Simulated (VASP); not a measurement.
Crystal: Na2N.

```
Na N
1.0
     3.32395    0.00000    0.00000
    -1.66198    2.87863    0.00000
     0.00000    0.00000    5.85494
Na N
2 1
Direct
  0.33333 0.66667 0.24730
  0.66667 0.33333 0.75270
  0.00000 0.00000 0.00000
```

* Program: VASP 6.6.1
* Task: relaxation of cell and atoms
* Functional: PBE
* Potentials or basis: VASP PAW PBE potentials, release 64 (Na_pv, N)
* Cutoff: 600 eV
* k mesh: 6 × 6 × 4
* Occupations: gaussian, width 0.1 eV
* Spin: no spin polarisation

At the start: pressure 1.3 GPa; volume 18.67 Å³/atom.

Problem. Where does the relaxation end?

Solution. Over 7 steps the energy falls by 134.6 meV/atom and the volume is 20.58 Å³/atom (+10.2 %); space group P-3m1 (No. 164, to 0.05 Å).

Step by step:
```csv
step,energy change (eV),largest force (eV/Å),pressure (GPa),volume (Å³)
1,0.0000,0.7881,1.28,56.02
2,-0.1247,0.6564,1.09,57.21
3,-0.3698,0.2427,0.44,60.48
4,-0.2709,0.3290,-1.34,65.49
5,-0.4022,0.0285,-0.38,62.71
6,-0.4029,0.0620,-0.32,62.45
7,-0.4038,0.0017,0.14,61.73
```

Final structure:
```
CELL_PARAMETERS angstrom
3.72068 0.00000 0.00000
-1.86034 3.22220 0.00000
0.00000 0.00000 5.14874
ATOMIC_POSITIONS crystal
Na 0.33333 0.66667 0.20891
Na 0.66667 0.33333 0.79109
N 0.00000 0.00000 0.00000
```

Caveat: the k points lie up to 0.32 Å⁻¹ apart in the final cell.
